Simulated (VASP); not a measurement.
# SbP (wurtzite type) (P6_3mc) in VASP: single point with PBE

Aim: the single point of SbP (wurtzite type) with PBE.

Everything below comes from runs of VASP 6.6.1. Logs are shortened: lines on timing, memory, paths and dates and some standing lists are left out, and cuts for length are marked.

## (1) The cell of the first run

It takes space group P6_3mc (No. 186, hexagonal). Conventional cell: a = 4.779 Å, b = 4.779 Å, c = 5.868 Å, α = 90.00°, β = 90.00°, γ = 120.00°. Sb (site symmetry 3m) has 5 P at 2.59 to 3.28 Å within 3.4 Å. Within 3.4 Å of P (site symmetry 3m) lie 5 Sb at 2.59 to 3.28 Å.

## (2) Single point, PBE

INCAR

```
PREC = Accurate ; ENCUT = 520
EDIFF = 1E-6 ; ISMEAR = -1
SIGMA = 0.05 ; LREAL = False
LASPH = True ; NELM = 60
ALGO = Normal ; ISIF = 2
LWAVE = False ; LCHARG = False
GGA = PE ; NBANDS = 18
```

KPOINTS

```
Automatic mesh
0
Gamma
  10 10 6
```

POSCAR

```
SbP
1.0
    4.7790857446      0.0000000000      0.0000000000
   -2.3895428723      4.1388096616      0.0000000000
    0.0000000000      0.0000000000      5.8679614110
Sb P
2 2
Direct
    0.3333333333      0.6666666667     -0.0327397736
    0.6666666667      0.3333333333      0.4672602264
    0.3333333333      0.6666666667      0.4087397736
    0.6666666667      0.3333333333      0.9087397736
```

Potentials or basis: VASP PAW PBE potentials, release 64 (Sb, P).

Command:

```bash
cat potpaw_PBE.64/Sb/POTCAR potpaw_PBE.64/P/POTCAR > POTCAR
mpirun -np 1 vasp_std > vasp.out
```

OUTCAR:

```text
PREC = Accurate
   ENCUT = 520
   EDIFF = 1E-6
   ISMEAR = -1
   LREAL = False
   LASPH = True
   NELM = 60
   ISIF = 2
   GGA = PE

 ion  position               nearest neighbor table
   1  0.333  0.667  0.967-   3 2.59   4 2.78   4 2.78   4 2.78   3 3.28
   2  0.667  0.333  0.467-   4 2.59   3 2.78   3 2.78   3 2.78   4 3.28
   3  0.333  0.667  0.409-   1 2.59   2 2.78   2 2.78   2 2.78   1 3.28
   4  0.667  0.333  0.909-   2 2.59   1 2.78   1 2.78   1 2.78   2 3.28

  LATTYP: Found a hexagonal cell.
 ALAT       =     4.7790857446
 C/A-ratio  =     1.2278418352

  Lattice vectors:

 A1 = (   4.7790857446,   0.0000000000,   0.0000000000)
 A2 = (  -2.3895428723,   4.1388096616,   0.0000000000)
 A3 = (   0.0000000000,   0.0000000000,   5.8679614110)

Analysis of symmetry for initial positions (statically):
=====================================================================
 Subroutine PRICEL returns:
 Original cell was already a primitive cell.

 Routine SETGRP: Setting up the symmetry group for a
 hexagonal supercell.

 Subroutine GETGRP returns: Found 12 space group operations
 (whereof  6 operations were pure point group operations)
 out of a pool of 24 trial point group operations.

The static configuration has the point symmetry C_3v.
 The point group associated with its full space group is C_6v.

Analysis of symmetry for dynamics (positions and initial velocities):
=====================================================================
 Subroutine PRICEL returns:
 Original cell was already a primitive cell.

 Routine SETGRP: Setting up the symmetry group for a
 hexagonal supercell.

 Subroutine GETGRP returns: Found 12 space group operations
 (whereof  6 operations were pure point group operations)
 out of a pool of 24 trial point group operations.

The dynamic configuration has the point symmetry C_3v.
 The point group associated with its full space group is C_6v.

 Subroutine INISYM returns: Found 12 space group operations
 (whereof  6 operations are pure point group operations),
 and found     1 'primitive' translations

----------------------------------------------------------------------------------------

                                     Primitive cell

  volume of cell :     116.0667

  direct lattice vectors                    reciprocal lattice vectors
     4.779085745  0.000000000  0.000000000     0.209245043  0.120807682  0.000000000
    -2.389542872  4.138809662  0.000000000     0.000000000  0.241615363  0.000000000
     0.000000000  0.000000000  5.867961411     0.000000000  0.000000000  0.170416935

  length of vectors
     4.779085745  4.779085745  5.867961411     0.241615363  0.241615363  0.170416935

  position of ions in fractional coordinates (direct lattice)
     0.333333333  0.666666667  0.967260226
     0.666666667  0.333333333  0.467260226
     0.333333333  0.666666667  0.408739774
     0.666666667  0.333333333  0.908739774

  ion indices of the primitive-cell ions
   primitive index   ion index
                 1           1
                 2           2
                 3           3
                 4           4

----------------------------------------------------------------------------------------

 KPOINTS: Automatic mesh

Automatic generation of k-mesh.
 Grid dimensions read from file:
 generate k-points for:   10   10    6

 Generating k-lattice:

  Cartesian coordinates                     Fractional coordinates (reciprocal lattice)
     0.020924504  0.012080768  0.000000000     0.100000000  0.000000000  0.000000000
     0.000000000  0.024161536  0.000000000     0.000000000  0.100000000  0.000000000
     0.000000000  0.000000000  0.028402823     0.000000000  0.000000000  0.166666667

  Length of vectors
     0.024161536  0.024161536  0.028402823

  Shift w.r.t. Gamma in fractional coordinates (k-lattice)
     0.000000000  0.000000000  0.000000000

 Subroutine IBZKPT returns following result:
 ===========================================

 Found     56 irreducible k-points:

 Following reciprocal coordinates:
            Coordinates               Weight
  0.000000  0.000000  0.000000      1.000000
  0.100000  0.000000  0.000000      6.000000
  0.200000  0.000000  0.000000      6.000000
  0.300000  0.000000  0.000000      6.000000
  0.400000  0.000000  0.000000      6.000000
  0.500000  0.000000  0.000000      3.000000
[... 16 lines left out ...]
  0.300000  0.100000  0.166667     24.000000
  0.400000  0.100000  0.166667     24.000000
 [... further k-points ...]
   k-points           NKPTS =     56   k-points in BZ     NKDIM =     56   number of bands    NBANDS=     18
   number of dos      NEDOS =    301   number of ions     NIONS =      4
   total plane-waves  NPLWV =  62208
   dimension x,y,z NGX =    36 NGY =   36 NGZ =   48
   dimension x,y,z NGXF=    72 NGYF=   72 NGZF=   96
   ions per type =               2   2
   NGX,Y,Z   is equivalent  to a cutoff of  12.52, 12.52, 13.60 a.u.
   NGXF,Y,Z  is equivalent  to a cutoff of  25.05, 25.05, 27.20 a.u.
 SYSTEM =  unknown system
   PREC   = accura    normal or accurate (medium, high low for compatibility)
   ISTART =      0    job   : 0-new  1-cont  2-samecut
   ICHARG =      2    charge: 1-file 2-atom 10-const
   ISPIN  =      1    spin polarized calculation?
   LNONCOLLINEAR =      F non collinear calculations
   LSORBIT =      F    spin-orbit coupling
   LASPH  =      T    aspherical Exc in radial PAW
   ENCUT  =  520.0 eV  38.22 Ry    6.18 a.u.   8.89  8.89 10.91*2*pi/ulx,y,z
   NELM   =     60;   NELMIN=  2; NELMDL= -5     # of ELM steps
   EDIFF  = 0.1E-05   stopping-criterion for ELM
   LREAL  =      F    real-space projection
   EDIFFG = 0.1E-04   stopping-criterion for IOM
   NSW    =      0    number of steps for IOM
   IBRION =     -1    ionic relax: 0-MD 1-quasi-New 2-CG
   NFREE  =      0    steps in history (QN), initial steepest desc. (CG)
   ISIF   =      2    stress and relaxation
   ISYM   =      2    0-nonsym 1-usesym 2-fastsym
   POTIM  = 0.5000    time-step for ionic-motion
   TEBEG  =    0.0;   TEEND  =   0.0 temperature during run
   PSTRESS=    0.0 pullay stress
   NELECT =      20.0000    total number of electrons
   NUPDOWN=      -1.0000    fix difference up-down
   EMIN   =  10.00;   EMAX   =-10.00  energy-range for DOS
   EFERMI =   0.00;   METHOD = LEGACY
   ISMEAR =    -1;   SIGMA  =   0.05  broadening in eV -4-tet -1-fermi 0-gaus
   EFERMI_NEDOS =   21; number of points for ismear=-14 and -15
   IALGO  =     38    algorithm
   IMIX   =      4    mixing-type and parameters
     AMIX     =   0.40;   BMIX     =  1.00
     AMIX_MAG =   1.60;   BMIX_MAG =  1.00
  volume/ion in A,a.u.               =      29.02       195.81
  Fermi-wavevector in a.u.,A,eV,Ry     =   0.910994  1.721530 11.291619  0.829911
  Thomas-Fermi vector in A             =   2.035222
   LORBIT       =      0    0 simple, 1 ext, 2 COOP (PROOUT), +10 PAW based schemes
   GGA     = PE    functional components
   LHFCALC =     F    Hartree Fock is set to
   AEXX    =    0.0000 exact exchange contribution
   IVDW    =     0    specifies the selected vdW correction
   LEPSILON=     F    determine dielectric tensor
   LRPA    =     F    only Hartree local field effects (RPA)
 non-spin polarized calculation
  energy-cutoff  :      520.00
  volume of cell :      116.07
 maximum number of plane-waves:      3178
 NGX is ok and might be reduce to    36
   NGX = 17   NGY = 17   NGZ = 21

 number of electron      20.0000001 magnetization

 Free energy of the ion-electron system (eV)
  ---------------------------------------------------
  ext. energy  EPLUGINS =         0.00000000
  ---------------------------------------------------
  free energy    TOTEN  =       -17.99935828 eV

  energy without entropy =      -17.98407377  energy(sigma->0) =      -17.99171603

 E-fermi :   5.4119     XC(G=0):  -8.7798

 val. band max:        5.3811029370   @ k =   0.1000   0.0000   0.0000
 cond. band min:       5.4257336511   @ k =   0.3000   0.3000   0.3333
 fundamental gap:      0.0446307141
 Fermi energy:         5.4118972540

 k-point     1 :       0.0000    0.0000    0.0000
  band No.  band energies     occupation
      1      -7.8106      2.00000
      2      -5.0876      2.00000
      3      -3.2834      2.00000
      4       0.2947      2.00000
      5       0.6139      2.00000
      6       1.2706      2.00000
[... 10 lines left out ...]
     17      10.0613      0.00000
     18      10.0613      0.00000

 k-point     2 :       0.1000    0.0000    0.0000
  band No.  band energies     occupation
      1      -7.7468      2.00000
      2      -5.0347      2.00000
      3      -3.4248      2.00000
      4       0.0735      2.00000
      5       0.2369      2.00000
      6       1.1717      2.00000
[... 10 lines left out ...]
     17       9.9444      0.00000
     18      10.4208      0.00000

 k-point     3 :       0.2000    0.0000    0.0000
  band No.  band energies     occupation
      1      -7.5594      2.00000
      2      -4.9053      2.00000
      3      -3.7852      2.00000
      4      -0.5356      2.00000
      5      -0.1118      2.00000
      6       0.9464      2.00000
[... 10 lines left out ...]
     17       9.8596      0.00000
     18      11.0604      0.00000

 k-point     4 :       0.3000    0.0000    0.0000
  band No.  band energies     occupation
      1      -7.2651      2.00000
      2      -4.8977      2.00000
      3      -4.0623      2.00000
      4      -1.3528      2.00000
      5      -0.0779      2.00000
      6       0.7138      2.00000
[... 10 lines left out ...]
     17       9.8603      0.00000
     18      11.1345      0.00000

 k-point     5 :       0.4000    0.0000    0.0000
  band No.  band energies     occupation
      1      -6.9174      2.00000
      2      -5.2561      2.00000
      3      -3.8991      2.00000
      4      -2.0506      2.00000
      5       0.0892      2.00000
      6       0.5508      2.00000
[... 10 lines left out ...]
     17      10.0196      0.00000
     18      10.8448      0.00000

 k-point     6 :       0.5000    0.0000    0.0000
  band No.  band energies     occupation
      1      -6.7152      2.00000
      2      -5.5027      2.00000
      3      -3.7173      2.00000
      4      -2.3800      2.00000
      5       0.2004      2.00000
      6       0.4932      2.00000
[... 10 lines left out ...]
     17      10.2752      0.00000
     18      10.6414      0.00000

 k-point     7 :       0.1000    0.1000    0.0000
  band No.  band energies     occupation
      1      -7.6210      2.00000
      2      -4.9420      2.00000
      3      -3.6771      2.00000
      4      -0.3139      2.00000
      5      -0.0792      2.00000
      6       0.9681      2.00000
[... 10 lines left out ...]
     17       9.9607      0.00000
     18      11.0714      0.00000

 k-point     8 :       0.2000    0.1000    0.0000
  band No.  band energies     occupation
      1      -7.3781      2.00000
      2      -4.8574      2.00000
      3      -4.0085      2.00000
      4      -1.0671      2.00000
      5      -0.0957      2.00000
      6       0.6709      2.00000
[... 10 lines left out ...]
     17      10.2085      0.00000
     18      11.1196      0.00000
[... 229 lines left out ...]
     17      10.1996      0.00000
     18      10.2119      0.00000

 k-point    20 :       0.5000    0.0000    0.1667
  band No.  band energies     occupation
      1      -6.6199      2.00000
      2      -5.4872      2.00000
      3      -3.9395      2.00000
      4      -2.7171      2.00000
      5       0.5924      2.00000
      6       0.6812      2.00000
[... 10 lines left out ...]
     17      10.2046      0.00000
     18      10.4467      0.00000

 k-point    21 :       0.1000    0.1000    0.1667
  band No.  band energies     occupation
      1      -7.5159      2.00000
      2      -5.3425      2.00000
      3      -3.3924      2.00000
      4      -0.7373      2.00000
      5       0.3375      2.00000
      6       1.0662      2.00000
[... 10 lines left out ...]
     17      10.2060      0.00000
     18      10.7144      0.00000

 k-point    22 :       0.2000    0.1000    0.1667
  band No.  band energies     occupation
      1      -7.2747      2.00000
      2      -5.2033      2.00000
      3      -3.8200      2.00000
      4      -1.4524      2.00000
      5       0.3608      2.00000
      6       0.7727      2.00000
[... 10 lines left out ...]
     17      10.3570      0.00000
     18      10.5441      0.00000

 k-point    23 :       0.3000    0.1000    0.1667
  band No.  band energies     occupation
      1      -6.9454      2.00000
      2      -5.2182      2.00000
      3      -4.0596      2.00000
      4      -2.1640      2.00000
      5       0.4510      2.00000
      6       0.6086      2.00000
[... 10 lines left out ...]
     17      10.0805      0.00000
     18      10.5864      0.00000

 k-point    24 :       0.4000    0.1000    0.1667
  band No.  band energies     occupation
      1      -6.6270      2.00000
      2      -5.4741      2.00000
      3      -3.9415      2.00000
      4      -2.6956      2.00000
      5       0.3534      2.00000
      6       0.7775      2.00000
[... 10 lines left out ...]
     17      10.1487      0.00000
     18      10.6901      0.00000

 [... further k-points ...]
[... 5 lines left out ...]
  --------------------------------------------------------------------------------------
  -------------------------------------------------------------------------------------
  Total       -0.0181447     -0.0181447      0.0376306      0.0000000     -0.0000000      0.0000000
  in kB       -0.2504689     -0.2504689      0.5194505      0.0000000     -0.0000000      0.0000000
  external PRESSURE =       0.0061709 kB  Pullay stress =       0.0000000 kB

 VOLUME and BASIS-vectors are now :
 -----------------------------------------------------------------------------
  energy-cutoff  :      520.00
  volume of cell :      116.07
      direct lattice vectors                 reciprocal lattice vectors
     4.779085745  0.000000000  0.000000000     0.209245043  0.120807682  0.000000000
    -2.389542872  4.138809662  0.000000000     0.000000000  0.241615363  0.000000000
     0.000000000  0.000000000  5.867961411     0.000000000  0.000000000  0.170416935

 POSITION                                       TOTAL-FORCE (eV/Angst)
 -----------------------------------------------------------------------------------
     -0.00000      2.75921      5.67585         0.000000     -0.000000     -0.018566
      2.38954      1.37960      2.74186        -0.000000      0.000000     -0.018566
     -0.00000      2.75921      2.39847         0.000000     -0.000000      0.018566
      2.38954      1.37960      5.33245        -0.000000      0.000000      0.018566
 -----------------------------------------------------------------------------------
    total drift:                               -0.000000      0.000000      0.000470

  FREE ENERGIE OF THE ION-ELECTRON SYSTEM (eV)
  ---------------------------------------------------
  free  energy   TOTEN  =       -17.9993582831 eV

  energy  without entropy=      -17.9840737747  energy(sigma->0) =      -17.99171603
```

It took 36 s on 1 thread of Intel Xeon 6975P-C (Granite Rapids), shared host; peak memory 0.29 GiB.

What came out:

| Property | Result |
| --- | --- |
| Free energy | -17.9994 eV |
| Pressure | 0.0 GPa |
| Largest force | 0.019 eV/Å |
| Band gap on the k mesh | zero (band 10 reaches 5.69 eV, above the bottom of band 11 at 5.17 eV) |

Forces on the atoms (eV/Å):
```
Sb   0.000  0.000 -0.019
Sb   0.000  0.000 -0.019
P    0.000  0.000  0.019
P    0.000  0.000  0.019
```

Caveat: spin-orbit coupling is left out, which moves the levels of the heavy elements.
